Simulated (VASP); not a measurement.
# Pd (Fm-3m) in VASP: notebook

Pd is run at these levels: RPBE+D3(BJ)+U, BLYP; tasks: single point, density of states.

Everything below comes from runs of VASP 6.6.1. Logs are shortened: lines on timing, memory, paths and dates and some standing lists are left out, and cuts for length are marked.

### Step 1. The cell of the first run

Symmetry: Fm-3m, No. 225, cubic system. The conventional cell has a = 3.893 Å, b = 3.893 Å, c = 3.893 Å, α = 90.00°, β = 90.00°, γ = 90.00°. Within 3.6 Å of Pd (site symmetry m-3m) lie 12 Pd at 2.75 Å.

### Step 2. Single point, RPBE+D3(BJ)+U, non-collinear spin, zero start, spin-orbit coupling

Contents of INCAR:

```
ALGO = Fast
EDIFF = 1E-6
ENCUT = 520
GGA = RP
GGA_COMPAT = False
ISIF = 2
ISMEAR = -1
IVDW = 12
LASPH = True
LCHARG = True
LDAU = True
LDAUJ = 0
LDAUL = 2
LDAUPRINT = 1
LDAUTYPE = 2
LDAUU = 3
LMAXMIX = 4
LORBIT = 11
LORBMOM = True
LREAL = False
LSORBIT = True
LVHAR = True
LWAVE = False
MAGMOM = 0 0 0
NBANDS = 21
NELM = 150
PREC = Accurate
SIGMA = 0.01
```

Contents of KPOINTS:

```
k-points
0
Gamma
  12 12 12
```

Contents of POSCAR:

```
Pd
1.0
    0.0000000000      1.9465000000      1.9465000000
    1.9465000000      0.0000000000      1.9465000000
    1.9465000000      1.9465000000      0.0000000000
Pd
1
Direct
    0.0000000000      0.0000000000      0.0000000000
```

Potentials or basis: VASP PAW PBE potentials, release 64 (Pd).

Command:

```bash
$ cat potpaw_PBE.64/Pd/POTCAR > POTCAR
$ mpirun -np 1 vasp_ncl > vasp.out
```

OUTCAR:

```text
EDIFF = 1E-6
   ENCUT = 520
   GGA = RP
   ISIF = 2
   ISMEAR = -1
   IVDW = 12
   LASPH = True
   LORBIT = 11
   LREAL = False
   LSORBIT = True
   NELM = 150
   PREC = Accurate
 IVDW          = 12

 ion  position               nearest neighbor table
   1  0.000  0.000  0.000-

  LATTYP: Found a face centered cubic cell.
 ALAT       =     3.8930000000

  Lattice vectors:

 A1 = (   0.0000000000,   1.9465000000,   1.9465000000)
 A2 = (   1.9465000000,   0.0000000000,   1.9465000000)
 A3 = (   1.9465000000,   1.9465000000,   0.0000000000)

Analysis of symmetry for initial positions (statically):
[... 25 lines left out ...]
The dynamic configuration has the point symmetry O_h .

Analysis of structural, dynamic, and magnetic symmetry:
=====================================================================
 Subroutine PRICEL returns:
[... 7 lines left out ...]
 out of a pool of 48 trial point group operations.

The overall configuration has the point symmetry O_h .

 Subroutine INISYM returns: Found 48 space group operations
[... 5 lines left out ...]
                                     Primitive cell

  volume of cell :      14.7500

  direct lattice vectors                    reciprocal lattice vectors
     0.000000000  1.946500000  1.946500000    -0.256871307  0.256871307  0.256871307
     1.946500000  0.000000000  1.946500000     0.256871307 -0.256871307  0.256871307
     1.946500000  1.946500000  0.000000000     0.256871307  0.256871307 -0.256871307

  length of vectors
     2.752766699  2.752766699  2.752766699     0.444914156  0.444914156  0.444914156

  position of ions in fractional coordinates (direct lattice)
     0.000000000  0.000000000  0.000000000

  ion indices of the primitive-cell ions
   primitive index   ion index
                 1           1

----------------------------------------------------------------------------------------

 KPOINTS: k-points

Automatic generation of k-mesh.
 Grid dimensions read from file:
 generate k-points for:   12   12   12

 Generating k-lattice:

  Cartesian coordinates                     Fractional coordinates (reciprocal lattice)
    -0.021405942  0.021405942  0.021405942     0.083333333  0.000000000  0.000000000
     0.021405942 -0.021405942  0.021405942     0.000000000  0.083333333  0.000000000
     0.021405942  0.021405942 -0.021405942     0.000000000  0.000000000  0.083333333

  Length of vectors
     0.037076180  0.037076180  0.037076180

  Shift w.r.t. Gamma in fractional coordinates (k-lattice)
     0.000000000  0.000000000  0.000000000

 Subroutine IBZKPT returns following result:
 ===========================================

 Found     72 irreducible k-points:

 Following reciprocal coordinates:
            Coordinates               Weight
  0.000000  0.000000  0.000000      1.000000
  0.083333  0.000000  0.000000      8.000000
  0.166667  0.000000  0.000000      8.000000
  0.250000  0.000000  0.000000      8.000000
  0.333333  0.000000  0.000000      8.000000
  0.416667  0.000000  0.000000      8.000000
[... 16 lines left out ...]
  0.500000  0.166667  0.000000     24.000000
 -0.416667  0.166667  0.000000     24.000000
 [... further k-points ...]
   k-points           NKPTS =     72   k-points in BZ     NKDIM =     72   number of bands    NBANDS=     21
   number of dos      NEDOS =    301   number of ions     NIONS =      1
   total plane-waves  NPLWV =   8000
   dimension x,y,z NGX =    20 NGY =   20 NGZ =   20
   dimension x,y,z NGXF=    40 NGYF=   40 NGZF=   40
[... 67 lines left out ...]
  0.0000  0.0000 -0.0000  0.8539  0.0000     -0.0000 -0.0098 -0.0000  0.0000  0.0000
 -0.0000  0.0000  0.0000  0.0000  0.9226     -0.0110  0.0000  0.0000 -0.0000 -0.0000
[... 19 lines left out ...]
  0.8539 -0.0000 -0.0000  0.0000  0.0000      0.0000 -0.0000 -0.0000 -0.0000 -0.0110
 -0.0000  0.8539 -0.0000  0.0000  0.0000      0.0000  0.0000 -0.0000 -0.0098  0.0000
 -0.0000 -0.0000  0.9226 -0.0000  0.0000      0.0000  0.0000 -0.0000 -0.0000  0.0000
  0.0000  0.0000 -0.0000  0.8539  0.0000      0.0000  0.0098  0.0000  0.0000 -0.0000
  0.0000  0.0000  0.0000  0.0000  0.9226      0.0110 -0.0000 -0.0000  0.0000 -0.0000

 occupancies and eigenvectors

  o =  0.8344  v =  0.5756 -0.0445 -0.0000 -0.0018 -0.0000  0.0445  0.5756  0.0000 -0.0000 -0.0000      0.0000 -0.0018 -0.0000  0.0445  0.0000  0.0018  0.0000  0.0000  0.5756 -0.0000
  o =  0.8344  v =  0.0446  0.5751 -0.0000  0.0235 -0.0000 -0.5751  0.0446 -0.0000  0.0000  0.0000      0.0000  0.0235 -0.0000 -0.5751  0.0000 -0.0235  0.0000 -0.0000  0.0446  0.0000
  o =  0.8608  v =  0.0161  0.1073  0.0147  0.1678  0.0000  0.2755 -0.0393 -0.0578 -0.0479 -0.1894      0.0000  0.5447 -0.0096 -0.1682 -0.0043  0.7124 -0.0479 -0.0093  0.0232  0.0733
  o =  0.8608  v =  0.7593  0.0645 -0.0003  0.0352  0.0000 -0.0434 -0.5672  0.0100  0.0011 -0.0014      0.0000 -0.0301 -0.0576  0.1079 -0.2019  0.0051  0.0011  0.0265 -0.1920 -0.0115
  o =  0.8608  v =  0.1505 -0.5352 -0.0017 -0.2715  0.0000  0.1534  0.0372 -0.0590  0.0056  0.0421      0.0000  0.1132  0.0345 -0.6886 -0.0400 -0.1583  0.0056 -0.1878 -0.1876  0.0408
  o =  0.8608  v = -0.1930 -0.1547 -0.0014 -0.0592 -0.0000 -0.0282 -0.5564 -0.0115  0.0045  0.0116      0.0000  0.0155 -0.2004 -0.1265  0.0513 -0.0437  0.0045 -0.0432  0.7495 -0.0075
  o =  0.9255  v =  0.0000 -0.0584 -0.0368 -0.0271 -0.0000 -0.1664  0.0217  0.1043 -0.0057 -0.1250      0.0000  0.0049 -0.1414  0.1080 -0.0000 -0.0221 -0.0057 -0.1615 -0.0217  0.9387
  o =  0.9255  v =  0.1732 -0.0000 -0.0000 -0.0000 -0.0000 -0.0000 -0.0866  0.0000 -0.0000 -0.0000      0.0000  0.0000 -0.0000 -0.0000  0.9772  0.0000 -0.0000 -0.0000 -0.0866 -0.0000
  o =  0.9255  v =  0.0000 -0.0655  0.2666  0.0112 -0.0000 -0.0358 -0.1322 -0.0723  0.0409  0.0015      0.0000 -0.0110  0.8613 -0.0297  0.0000  0.0003  0.0409  0.3100  0.1322  0.2018
  o =  0.9255  v =  0.0000 -0.0298 -0.3306 -0.1234 -0.0000  0.0071 -0.0164  0.8771 -0.0507  0.1265      0.0000  0.1458  0.1068 -0.0369 -0.0000  0.0224 -0.0507  0.2175  0.0164 -0.0401

 number of electron       9.9999999 magnetization       0.0000000      0.0000000     -0.0000000

 Free energy of the ion-electron system (eV)
  ---------------------------------------------------
  ext. energy  EPLUGINS =         0.00000000
  ---------------------------------------------------
  free energy    TOTEN  =        -2.90830049 eV

  energy without entropy =       -2.90755134  energy(sigma->0) =       -2.90792592

 E-fermi :   8.9923     XC(G=0): -12.9929

 val. band max:        8.9867555118   @ k =  -0.4167   0.3333   0.0833
 cond. band min:       9.0141833960   @ k =  -0.2500   0.4167   0.1667
 fundamental gap:      0.0274278842
 Fermi energy:         8.9923479601

 k-point     1 :       0.0000    0.0000    0.0000
  band No.  band energies     occupation
      1       2.8410      1.00000
      2       2.8410      1.00000
      3       5.9919      1.00000
      4       5.9919      1.00000
      5       5.9919      1.00000
      6       5.9919      1.00000
[... 565 lines left out ...]
     20      29.5743      0.00000
     21      36.9670      0.00000

 [... further k-points ...]

------------------------ aborting loop because EDIFF is reached ----------------------------------------

 Edisp (eV)   -3.47793

 E8    (eV) :    -2.2926

  FORCE on cell =-STRESS in cart. coord.  units (eV):
  Direction    XX          YY          ZZ          XY          YZ          ZX
  --------------------------------------------------------------------------------------
  -------------------------------------------------------------------------------------
  Total      -3.40754    -3.40754    -3.40754     0.00000     0.00000     0.00000
  in kB    -370.13394  -370.13394  -370.13394     0.00000     0.00000     0.00000
  external pressure =     -370.13 kB  Pullay stress =        0.00 kB

 VOLUME and BASIS-vectors are now :
 -----------------------------------------------------------------------------
  energy-cutoff  :      520.00
  volume of cell :       14.75
      direct lattice vectors                 reciprocal lattice vectors
     0.000000000  1.946500000  1.946500000    -0.256871307  0.256871307  0.256871307
     1.946500000  0.000000000  1.946500000     0.256871307 -0.256871307  0.256871307
     1.946500000  1.946500000  0.000000000     0.256871307  0.256871307 -0.256871307

 POSITION                                       TOTAL-FORCE (eV/Angst)
 -----------------------------------------------------------------------------------
      0.00000      0.00000      0.00000         0.000000     -0.000000      0.000000
 -----------------------------------------------------------------------------------
    total drift:                                0.000000     -0.000000      0.000000

  FREE ENERGIE OF THE ION-ELECTRON SYSTEM (eV)
  ---------------------------------------------------
  free  energy   TOTEN  =        -6.3862317766 eV

  energy  without entropy=       -6.3854826200  energy(sigma->0) =       -6.38585720

 orbital moment (x)

 # of ion     p       d       tot
 ----------------------------------------
  1        -0.000   0.000   0.000
 ----------------------------------------
           -0.000   0.000   0.000

 orbital moment (y)

 # of ion     p       d       tot
 ----------------------------------------
  1         0.000  -0.000  -0.000
 ----------------------------------------
            0.000  -0.000  -0.000

 orbital moment (z)

 # of ion     p       d       tot
 ----------------------------------------
  1         0.000   0.000   0.000
 ----------------------------------------
            0.000   0.000   0.000

 Spin-Orbit-Coupling matrix elements

 Ion:    1  E_soc:     -0.0833578
 l=   1
     0.0000000    -0.0021923    -0.0021923
    -0.0021923     0.0000000    -0.0021923
    -0.0021923    -0.0021923     0.0000000
 l=   2
     0.0000000    -0.0029882     0.0000000    -0.0029882    -0.0087125
    -0.0029882     0.0000000    -0.0065344    -0.0029882    -0.0021781
     0.0000000    -0.0065344     0.0000000    -0.0065344     0.0000000
    -0.0029882    -0.0029882    -0.0065344     0.0000000    -0.0021781
    -0.0087125    -0.0021781     0.0000000    -0.0021781     0.0000000
 l=   3
     0.0000000     0.0000000     0.0000000     0.0000000     0.0000000     0.0000000     0.0000000
     0.0000000     0.0000000     0.0000000     0.0000000     0.0000000     0.0000000     0.0000000
     0.0000000     0.0000000     0.0000000     0.0000000     0.0000000     0.0000000     0.0000000
     0.0000000     0.0000000     0.0000000     0.0000000     0.0000000     0.0000000     0.0000000
     0.0000000     0.0000000     0.0000000     0.0000000     0.0000000     0.0000000     0.0000000
     0.0000000     0.0000000     0.0000000     0.0000000     0.0000000     0.0000000     0.0000000
     0.0000000     0.0000000     0.0000000     0.0000000     0.0000000     0.0000000     0.0000000

 total charge

# of ion       s       p       d       tot
------------------------------------------
    1        0.458   0.403   8.766   9.627

 magnetization (x)

# of ion       s       p       d       tot
------------------------------------------
    1        0.000   0.000  -0.000  -0.000

 magnetization (y)

# of ion       s       p       d       tot
------------------------------------------
    1        0.000  -0.000  -0.000   0.000

 magnetization (z)

# of ion       s       p       d       tot
------------------------------------------
    1        0.000   0.000  -0.000   0.000
```

Wall time 22 s (1 thread of Intel Xeon 6975P-C (Granite Rapids), shared host); peak memory 0.19 GiB.

What came out:

```yaml
Free_energy: -6.3862 eV
Pressure: -37.0 GPa
Net_moment: 0.00 μB per cell
Valence_electrons_inside_the_program's_atomic_spheres: Pd 9.63
Dispersion_energy_per_atom: -3.478 eV
```

Moments on the atoms (μB; x, y, z):
```
Pd  0.00 0.00 0.00
```

Caveat: three body term missing; the PAW data sets were made with another functional, which shifts forces and pressure a little; the U is typed as a test and isn't derived for this compound. The state reached can hang on the start; a lower one may exist.

### Step 3. Density of states, BLYP, non-collinear spin, typed start, spin-orbit coupling

POSCAR is that of step 2.

Contents of INCAR.step1:

```
SYSTEM = Pd
PREC = Accurate ; ENCUT = 520
EDIFF = 1E-7 ; ISMEAR = -1
SIGMA = 0.05 ; LREAL = .False.
LASPH = .True. ; NELM = 150
ALGO = Normal ; ISIF = 2
LWAVE = .False. ; LCHARG = .True.
MAGMOM = 0.289 0.289 0.289 ; LSORBIT = .True.
GGA_COMPAT = .False. ; LORBMOM = .True.
LMAXMIX = 4 ; GGA = B5
ALDAX = 1.0 ; AGGAX = 1.0
AGGAC = 1.0 ; ALDAC = 0.0
NBANDS = 21
```

Contents of KPOINTS.step1:

```
Automatic mesh
0
Gamma
  12 12 12
  0 0 0
```

Contents of INCAR.step2:

```
SYSTEM = Pd
PREC = Accurate ; ENCUT = 520
EDIFF = 1E-7 ; ISMEAR = -5
SIGMA = 0.05 ; LREAL = .False.
LASPH = .True. ; NELM = 150
ALGO = Normal ; ISIF = 2
LWAVE = .False. ; LCHARG = .False.
MAGMOM = 0.289 0.289 0.289 ; LORBIT = 10
LSORBIT = .True. ; GGA_COMPAT = .False.
LORBMOM = .True. ; LMAXMIX = 4
GGA = B5 ; ALDAX = 1.0
AGGAX = 1.0 ; AGGAC = 1.0
ALDAC = 0.0 ; NBANDS = 21
NEDOS = 2001 ; ICHARG = 11
```

Contents of KPOINTS.step2:

```
Automatic mesh
0
Gamma
  18 18 18
  0 0 0
```

Potentials or basis: VASP PAW PBE potentials, release 64 (Pd).

Command:

```bash
$ cat potpaw_PBE.64/Pd/POTCAR > POTCAR
$ cp INCAR.step1 INCAR
$ cp KPOINTS.step1 KPOINTS
$ mpirun -np 1 vasp_ncl > vasp.out
$ cp INCAR.step2 INCAR
$ cp KPOINTS.step2 KPOINTS
$ mpirun -np 1 vasp_ncl > vasp.out
```

Wall time 5.3 min (1 thread of Intel Xeon 6975P-C (Granite Rapids), shared host); peak memory 0.49 GiB.

The run converged. Its results:

```yaml
Net_moment: 0.05 μB per cell
Valence_electrons_inside_the_program's_atomic_spheres: Pd 9.47
```

Moments on the atoms (μB; x, y, z):
```
Pd  0.03 0.03 0.03
```

Caveat: the PAW data sets were made with another functional, which shifts forces and pressure a little.
